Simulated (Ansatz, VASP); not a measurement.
One calculation of Bi2S3, two programs

```
Bi S
1.0
    11.35534    0.00000    0.00000
     0.00000    3.98606    0.00000
     0.00000    0.00000   11.07824
Bi S
8 12
Cartesian
  0.1508 0.9965 3.6067
  11.2045 2.9895 7.4715
  5.5269 2.9895 9.1459
  5.8285 0.9965 1.9324
  1.8267 2.9895 0.3623
  9.5287 0.9965 10.7160
  3.8510 0.9965 5.9014
  7.5043 2.9895 5.1769
  5.1203 2.9895 4.1148
  6.2350 0.9965 6.9634
  0.5573 0.9965 9.6539
  10.7980 2.9895 1.4243
  1.3813 2.9895 4.9038
  9.9741 0.9965 6.1744
  4.2964 0.9965 10.4430
  7.0589 2.9895 0.6353
  8.1094 0.9965 3.3976
  3.2459 2.9895 7.6806
  8.9236 2.9895 8.9367
  2.4317 0.9965 2.1415
```

Alike in both runs: task single point; functional PBE; k mesh 2 × 6 × 2; occupations fermi-dirac, width 0.02 eV; no spin polarisation.

```csv
,VASP,Ansatz
version,VASP 6.6.1,Ansatz 0.2.0
potentials or method,"VASP PAW PBE potentials, release 64 (Bi_d, S)","plane waves, PAW"
plane-wave cutoff (eV),520,420
valence electrons in the cell,192,192
```

Ansatz gave:

```
gap on the k mesh at the Fermi level (eV)                     : 1.42
pressure (GPa)                                                : 2.2
traceless stress, the component that is largest in VASP (GPa) : -0.11
rms of the force components (eV/Å)                            : 0.082
```

Q: Estimate VASP's values.

A: gap on the k mesh at the Fermi level (eV): 1.42; pressure (GPa): 2.1; traceless stress, the component that is largest in VASP (GPa): -0.11; rms of the force components (eV/Å): 0.084.

Atom by atom the forces differ by 0.005 eV/Å (rms over components).

Neither program's run includes spin-orbit coupling.
